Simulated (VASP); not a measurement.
# Zn (P6_3/mmc) in VASP: density of states with PBE

Aim: the density of states of Zn with PBE.

All numbers are computed with VASP 6.6.1; they aren't measurements. Logs are shortened: lines on timing, memory, paths and dates and some standing lists are left out, and cuts for length are marked.

## 1. The cell of the first run

Symmetry: P6_3/mmc, No. 194, hexagonal system. The conventional cell has a = 2.633 Å, b = 2.633 Å, c = 5.108 Å, α = 90.00°, β = 90.00°, γ = 120.00°. Zn (site symmetry -6m2) has 12 Zn at 2.63 to 2.97 Å within 3.5 Å.

## 2. Density of states, PBE

Contents of POSCAR:

```
Zn
1.0
    2.6333229228      0.0000000000      0.0000000000
   -1.3166614614      2.2805245476      0.0000000000
    0.0000000000      0.0000000000      5.1082449431
Zn
2
Direct
    0.3333333333      0.6666666667      0.2500000000
    0.6666666667      0.3333333333      0.7500000000
```

Contents of INCAR.step1:

```
  PREC = Accurate
  ENCUT = 520
  EDIFF = 1E-6
  ISMEAR = 0
  SIGMA = 0.1
  LREAL = False
  LASPH = True
  NELM = 100
  ALGO = Normal
  ISIF = 2
  LWAVE = False
  LCHARG = True
  GGA = PE
  NBANDS = 19
```

Contents of KPOINTS.step1:

```
regular mesh
0
Gamma
  18 18 8
```

Contents of INCAR.step2:

```
  PREC = Accurate
  ENCUT = 520
  EDIFF = 1E-6
  ISMEAR = -5
  SIGMA = 0.1
  LREAL = False
  LASPH = True
  NELM = 100
  ALGO = Normal
  ISIF = 2
  LWAVE = False
  LCHARG = False
  GGA = PE
  LORBIT = 11
  NBANDS = 19
  NEDOS = 2001
  ICHARG = 11
```

Contents of KPOINTS.step2:

```
regular mesh
0
Gamma
  27 27 12
```

Potentials or basis: VASP PAW PBE potentials, release 64 (Zn).

Launch:

```bash
$ cat potpaw_PBE.64/Zn/POTCAR > POTCAR
$ cp INCAR.step1 INCAR
$ cp KPOINTS.step1 KPOINTS
$ mpirun -np 1 vasp_std > vasp.out
$ cp INCAR.step2 INCAR
$ cp KPOINTS.step2 KPOINTS
$ mpirun -np 1 vasp_std > vasp.out
```

OUTCAR:

```text
PREC = Accurate
   ENCUT = 520
   EDIFF = 1E-6
   ISMEAR = -5
   LREAL = False
   LASPH = True
   NELM = 100
   ISIF = 2
   GGA = PE
   LORBIT = 11
   ICHARG = 11

 ion  position               nearest neighbor table
   1  0.333  0.667  0.250-   2 2.97   2 2.97   2 2.97   2 2.97   2 2.97   2 2.97
   2  0.667  0.333  0.750-   1 2.97   1 2.97   1 2.97   1 2.97   1 2.97   1 2.97

  LATTYP: Found a hexagonal cell.
 ALAT       =     2.6333229228
 C/A-ratio  =     1.9398475207

  Lattice vectors:

 A1 = (   2.6333229228,   0.0000000000,   0.0000000000)
 A2 = (  -1.3166614614,   2.2805245476,   0.0000000000)
 A3 = (   0.0000000000,   0.0000000000,   5.1082449431)

Analysis of symmetry for initial positions (statically):
=====================================================================
 Subroutine PRICEL returns:
 Original cell was already a primitive cell.

 Routine SETGRP: Setting up the symmetry group for a
 hexagonal supercell.

 Subroutine GETGRP returns: Found 24 space group operations
 (whereof 12 operations were pure point group operations)
 out of a pool of 24 trial point group operations.

The static configuration has the point symmetry D_3d.
 The point group associated with its full space group is D_6h.

Analysis of symmetry for dynamics (positions and initial velocities):
=====================================================================
 Subroutine PRICEL returns:
 Original cell was already a primitive cell.

 Routine SETGRP: Setting up the symmetry group for a
 hexagonal supercell.

 Subroutine GETGRP returns: Found 24 space group operations
 (whereof 12 operations were pure point group operations)
 out of a pool of 24 trial point group operations.

The dynamic configuration has the point symmetry D_3d.
 The point group associated with its full space group is D_6h.

 Subroutine INISYM returns: Found 24 space group operations
 (whereof 12 operations are pure point group operations),
 and found     1 'primitive' translations

----------------------------------------------------------------------------------------

                                     Primitive cell

  volume of cell :      30.6768

  direct lattice vectors                    reciprocal lattice vectors
     2.633322923  0.000000000  0.000000000     0.379748337  0.219247804  0.000000000
    -1.316661461  2.280524548  0.000000000     0.000000000  0.438495609  0.000000000
     0.000000000  0.000000000  5.108244943     0.000000000  0.000000000  0.195761952

  length of vectors
     2.633322923  2.633322923  5.108244943     0.438495609  0.438495609  0.195761952

  position of ions in fractional coordinates (direct lattice)
     0.333333333  0.666666667  0.250000000
     0.666666667  0.333333333  0.750000000

  ion indices of the primitive-cell ions
   primitive index   ion index
                 1           1
                 2           2

----------------------------------------------------------------------------------------

 KPOINTS: regular mesh

Automatic generation of k-mesh.
 Grid dimensions read from file:
 generate k-points for:   27   27   12

 Generating k-lattice:

  Cartesian coordinates                     Fractional coordinates (reciprocal lattice)
     0.014064753  0.008120289  0.000000000     0.037037037  0.000000000  0.000000000
     0.000000000  0.016240578  0.000000000     0.000000000  0.037037037  0.000000000
     0.000000000  0.000000000  0.016313496     0.000000000  0.000000000  0.083333333

  Length of vectors
     0.016240578  0.016240578  0.016313496

  Shift w.r.t. Gamma in fractional coordinates (k-lattice)
     0.000000000  0.000000000  0.000000000

 TETIRR: Found   8868 inequivalent tetrahedra from    52488

 Subroutine IBZKPT returns following result:
 ===========================================

 Found    525 irreducible k-points:

 Following reciprocal coordinates:
            Coordinates               Weight
  0.000000  0.000000  0.000000      1.000000
  0.037037  0.000000  0.000000      6.000000
  0.074074  0.000000  0.000000      6.000000
  0.111111  0.000000  0.000000      6.000000
  0.148148  0.000000  0.000000      6.000000
  0.185185  0.000000  0.000000      6.000000
[... 16 lines left out ...]
  0.333333  0.037037  0.000000     12.000000
  0.370370  0.037037  0.000000     12.000000
 [... further k-points ...]
   k-points           NKPTS =    525   k-points in BZ     NKDIM =    525   number of bands    NBANDS=     19
   number of dos      NEDOS =   2001   number of ions     NIONS =      2
   total plane-waves  NPLWV =  16000
   dimension x,y,z NGX =    20 NGY =   20 NGZ =   40
   dimension x,y,z NGXF=    40 NGYF=   40 NGZF=   80
   ions per type =               2
   NGX,Y,Z   is equivalent  to a cutoff of  12.63, 12.63, 13.02 a.u.
   NGXF,Y,Z  is equivalent  to a cutoff of  25.25, 25.25, 26.04 a.u.
 SYSTEM =  unknown system
   PREC   = accura    normal or accurate (medium, high low for compatibility)
   ISTART =      0    job   : 0-new  1-cont  2-samecut
   ICHARG =     11    charge: 1-file 2-atom 10-const
   ISPIN  =      1    spin polarized calculation?
   LNONCOLLINEAR =      F non collinear calculations
   LSORBIT =      F    spin-orbit coupling
   LASPH  =      T    aspherical Exc in radial PAW
   ENCUT  =  520.0 eV  38.22 Ry    6.18 a.u.   4.90  4.90  9.50*2*pi/ulx,y,z
   NELM   =    100;   NELMIN=  2; NELMDL=  0     # of ELM steps
   EDIFF  = 0.1E-05   stopping-criterion for ELM
   LREAL  =      F    real-space projection
   EDIFFG = 0.1E-04   stopping-criterion for IOM
   NSW    =      0    number of steps for IOM
   IBRION =     -1    ionic relax: 0-MD 1-quasi-New 2-CG
   NFREE  =      0    steps in history (QN), initial steepest desc. (CG)
   ISIF   =      2    stress and relaxation
   ISYM   =      2    0-nonsym 1-usesym 2-fastsym
   POTIM  = 0.5000    time-step for ionic-motion
   TEBEG  =    0.0;   TEEND  =   0.0 temperature during run
   PSTRESS=    0.0 pullay stress
   NELECT =      24.0000    total number of electrons
   NUPDOWN=      -1.0000    fix difference up-down
   EMIN   =  10.00;   EMAX   =-10.00  energy-range for DOS
   EFERMI =   0.00;   METHOD = LEGACY
   ISMEAR =    -5;   SIGMA  =   0.10  broadening in eV -4-tet -1-fermi 0-gaus
   EFERMI_NEDOS =   21; number of points for ismear=-14 and -15
   IALGO  =     38    algorithm
   IMIX   =      4    mixing-type and parameters
     AMIX     =   0.40;   BMIX     =  1.00
     AMIX_MAG =   1.60;   BMIX_MAG =  1.00
  volume/ion in A,a.u.               =      15.34       103.51
  Fermi-wavevector in a.u.,A,eV,Ry     =   1.508488  2.850628 30.960527  2.275535
  Thomas-Fermi vector in A             =   2.618935
   LORBIT       =     11    0 simple, 1 ext, 2 COOP (PROOUT), +10 PAW based schemes
   GGA     = PE    functional components
   LHFCALC =     F    Hartree Fock is set to
   AEXX    =    0.0000 exact exchange contribution
   IVDW    =     0    specifies the selected vdW correction
   LEPSILON=     F    determine dielectric tensor
   LRPA    =     F    only Hartree local field effects (RPA)
 non-spin polarized calculation
 Fermi weights with tetrahedron method with Bloechl corrections
  energy-cutoff  :      520.00
  volume of cell :       30.68
 maximum number of plane-waves:       849
 NGX is ok and might be reduce to    20

 number of electron      23.9999999 magnetization

 Free energy of the ion-electron system (eV)
  ---------------------------------------------------
  ext. energy  EPLUGINS =         0.00000000
  ---------------------------------------------------
  free energy    TOTEN  =        -2.21447039 eV

  energy without entropy =       -2.21447039  energy(sigma->0) =       -2.21447039

 E-fermi :   2.9770     XC(G=0): -11.4959

 val. band max:        3.0509437754   @ k =   0.3333   0.1111   0.0000
 cond. band min:       2.9791483440   @ k =   0.3704   0.2593   0.3333
 fundamental gap:     -0.0717954314
 Fermi energy:         2.9770264820

 k-point     1 :       0.0000    0.0000    0.0000
  band No.  band energies     occupation
      1      -7.3024      2.00000
      2      -5.6294      2.00000
      3      -4.9162      2.00000
      4      -4.6443      2.00000
      5      -4.6443      2.00000
      6      -4.6050      2.00000
[... 11 lines left out ...]
     18      22.7974      0.00000
     19      22.8266      0.00000

 k-point     2 :       0.0370    0.0000    0.0000
  band No.  band energies     occupation
      1      -7.2604      2.00000
      2      -5.6093      2.00000
      3      -4.9109      2.00000
      4      -4.6494      2.00000
      5      -4.6342      2.00000
      6      -4.6101      2.00000
[... 11 lines left out ...]
     18      22.0328      0.00000
     19      23.3478      0.00000

 k-point     3 :       0.0741    0.0000    0.0000
  band No.  band energies     occupation
      1      -7.1349      2.00000
      2      -5.5514      2.00000
      3      -4.8958      2.00000
      4      -4.6635      2.00000
      5      -4.6239      2.00000
      6      -4.6042      2.00000
[... 11 lines left out ...]
     18      21.4860      0.00000
     19      23.5642      0.00000

 k-point     4 :       0.1111    0.0000    0.0000
  band No.  band energies     occupation
      1      -6.9284      2.00000
      2      -5.4627      2.00000
      3      -4.8743      2.00000
      4      -4.6831      2.00000
      5      -4.6404      2.00000
      6      -4.5557      2.00000
[... 11 lines left out ...]
     18      20.9006      0.00000
     19      22.1857      0.00000

 k-point     5 :       0.1481    0.0000    0.0000
  band No.  band energies     occupation
      1      -6.6460      2.00000
      2      -5.3571      2.00000
      3      -4.8524      2.00000
      4      -4.7048      2.00000
      5      -4.6431      2.00000
      6      -4.4908      2.00000
[... 11 lines left out ...]
     18      20.1218      0.00000
     19      21.1070      0.00000

 k-point     6 :       0.1852    0.0000    0.0000
  band No.  band energies     occupation
      1      -6.2996      2.00000
      2      -5.2578      2.00000
      3      -4.8313      2.00000
      4      -4.7225      2.00000
      5      -4.6089      2.00000
      6      -4.5474      2.00000
[... 11 lines left out ...]
     18      19.4830      0.00000
     19      19.7370      0.00000

 k-point     7 :       0.2222   -0.0000    0.0000
  band No.  band energies     occupation
      1      -5.9195      2.00000
      2      -5.1964      2.00000
      3      -4.7976      2.00000
      4      -4.7119      2.00000
      5      -4.6677      2.00000
      6      -4.5222      2.00000
[... 11 lines left out ...]
     18      18.4697      0.00000
     19      19.1620      0.00000

 k-point     8 :       0.2593    0.0000    0.0000
  band No.  band energies     occupation
      1      -5.5815      2.00000
      2      -5.1865      2.00000
      3      -4.7782      2.00000
      4      -4.7482      2.00000
      5      -4.6324      2.00000
      6      -4.4587      2.00000
[... 256 lines left out ...]
 k-point    20 :       0.2222    0.0370    0.0000
  band No.  band energies     occupation
      1      -5.7100      2.00000
      2      -5.1720      2.00000
      3      -4.7744      2.00000
      4      -4.7271      2.00000
      5      -4.6992      2.00000
      6      -4.4856      2.00000
[... 11 lines left out ...]
     18      18.1826      0.00000
     19      19.5795      0.00000

 k-point    21 :       0.2593    0.0370    0.0000
  band No.  band energies     occupation
      1      -5.4393      2.00000
      2      -5.1819      2.00000
      3      -4.8293      2.00000
      4      -4.7160      2.00000
      5      -4.5911      2.00000
      6      -4.4946      2.00000
[... 11 lines left out ...]
     18      18.3293      0.00000
     19      19.3278      0.00000

 k-point    22 :       0.2963    0.0370    0.0000
  band No.  band energies     occupation
      1      -5.3321      2.00000
      2      -5.2112      2.00000
      3      -4.9168      2.00000
      4      -4.6487      2.00000
      5      -4.5467      2.00000
      6      -4.4629      2.00000
[... 11 lines left out ...]
     18      18.8981      0.00000
     19      19.0658      0.00000

 k-point    23 :       0.3333    0.0370    0.0000
  band No.  band energies     occupation
      1      -5.3221      2.00000
      2      -5.2422      2.00000
      3      -4.9884      2.00000
      4      -4.5938      2.00000
      5      -4.5862      2.00000
      6      -4.4021      2.00000
[... 11 lines left out ...]
     18      18.8235      0.00000
     19      18.9614      0.00000

 k-point    24 :       0.3704    0.0370    0.0000
  band No.  band energies     occupation
      1      -5.3439      2.00000
      2      -5.2699      2.00000
      3      -5.0437      2.00000
      4      -4.6334      2.00000
      5      -4.5342      2.00000
      6      -4.4209      2.00000
[... 11 lines left out ...]
     18      18.5600      0.00000
     19      18.6931      0.00000

 [... further k-points ...]

------------------------ aborting loop because EDIFF is reached ----------------------------------------

  FORCE on cell =-STRESS in cart. coord.  units (eV):
  Direction    XX          YY          ZZ          XY          YZ          ZX
  --------------------------------------------------------------------------------------
  -------------------------------------------------------------------------------------
  Total        0.1042703      0.1042703      0.0197825      0.0000000      0.0000000      0.0000000
  in kB        5.4457858      5.4457858      1.0331929      0.0000000      0.0000000      0.0000000
  external PRESSURE =       3.9749215 kB  Pullay stress =       0.0000000 kB

 VOLUME and BASIS-vectors are now :
 -----------------------------------------------------------------------------
  energy-cutoff  :      520.00
  volume of cell :       30.68
      direct lattice vectors                 reciprocal lattice vectors
     2.633322923  0.000000000  0.000000000     0.379748337  0.219247804  0.000000000
    -1.316661461  2.280524548  0.000000000     0.000000000  0.438495609  0.000000000
     0.000000000  0.000000000  5.108244943     0.000000000  0.000000000  0.195761952

 POSITION                                       TOTAL-FORCE (eV/Angst)
 -----------------------------------------------------------------------------------
     -0.00000      1.52035      1.27706         0.000000     -0.000000      0.000000
      1.31666      0.76017      3.83118        -0.000000      0.000000     -0.000000
 -----------------------------------------------------------------------------------
    total drift:                               -0.000000      0.000000      0.000000

  FREE ENERGIE OF THE ION-ELECTRON SYSTEM (eV)
  ---------------------------------------------------
  free  energy   TOTEN  =        -2.2144703868 eV

  energy  without entropy=       -2.2144703868  energy(sigma->0) =       -2.21447039

 total charge

# of ion       s       p       d       tot
------------------------------------------
    1        0.599   0.449   9.720  10.767
    2        0.599   0.449   9.720  10.767
--------------------------------------------------
tot          1.197   0.898  19.439  21.534
```

Run time: 2.1 min. Hardware: 1 thread of Intel Xeon 6975P-C, shared host; peak memory 0.36 GiB.

What came out:

| Item | Value |
| --- | --- |
| Valence electrons inside the program's atomic spheres | Zn 10.77 |

Caveat: tetrahedron occupations give inexact forces and stress in metals.
